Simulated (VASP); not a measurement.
Cu3N:

```
CELL_PARAMETERS angstrom
3.80700 0.00000 0.00000
0.00000 3.80700 0.00000
0.00000 0.00000 3.80700
ATOMIC_POSITIONS crystal
Cu 0.50000 0.00000 0.00000
Cu 0.00000 0.50000 0.00000
Cu 0.00000 0.00000 0.50000
N 0.00000 0.00000 0.00000
```

| Property | Result |
| --- | --- |
| Program | VASP 6.6.1 |
| Task | relaxation of cell and atoms |
| Functional | PBE |
| Potentials or basis | VASP PAW PBE potentials, release 64 (Cu, N) |
| Cutoff | 600 eV |
| k mesh | 8 × 8 × 8 |
| Occupations | fermi-dirac, width 0.1 eV |
| Spin | no spin polarisation |

At the start: pressure 2.4 GPa; volume 13.79 Å³/atom.

Task: How do energy, volume and symmetry change on relaxing?

Result: Over 3 steps the energy falls by 2.1 meV/atom and the volume is 14.08 Å³/atom (+2.1 %); space group Pm-3m (No. 221, to 0.1 Å) before and after.

Step by step:
```csv
step,energy change (eV),largest force (eV/Å),pressure (GPa),volume (Å³)
1,0.0000,0.0000,2.42,55.18
2,-0.0066,0.0000,-1.08,56.85
3,-0.0084,0.0000,0.00,56.31
```

Final structure:
```
Cu N
1.0
     3.83290    0.00000    0.00000
     0.00000    3.83290    0.00000
     0.00000    0.00000    3.83290
Cu N
3 1
Direct
  0.50000 0.00000 0.00000
  0.00000 0.50000 0.00000
  0.00000 0.00000 0.50000
  0.00000 0.00000 0.00000
```
